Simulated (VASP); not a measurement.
## V: single point with PBE

The system is V.

```xyz
1
Lattice="-1.4992 1.4992 1.4992 1.4992 -1.4992 1.4992 1.4992 1.4992 -1.4992" Properties=species:S:1:pos:R:3 pbc="T T T"
V     0.0000    0.0000    0.0000
```

```yaml
Program: VASP 6.6.1
Task: single point
Functional: PBE
Potentials_or_basis: VASP PAW PBE potentials, release 64 (V_sv)
Cutoff: 520 eV
k_mesh: 15 × 15 × 15
Occupations: methfessel-paxton, width 0.6 eV
Spin: no spin polarisation
```

The pressure is 0.0 GPa.

Levels at points of the mesh, in eV from the Fermi level:
| k point | band 2 | band 3 | band 4 | band 5 | band 6 | band 7 | band 8 | band 9 | band 10 | band 11 |
| --- | --- | --- | --- | --- | --- | --- | --- | --- | --- | --- |
| (0.00, 0.00, 0.00) | -37.04 | -37.04 | -37.04 | -6.61 | 0.39 | 0.39 | 0.39 | 2.40 | 2.40 | 20.46 |

It took 30 s on 1 thread of Intel Xeon 8259CL, with other jobs on the host, peak memory 0.14 GiB.
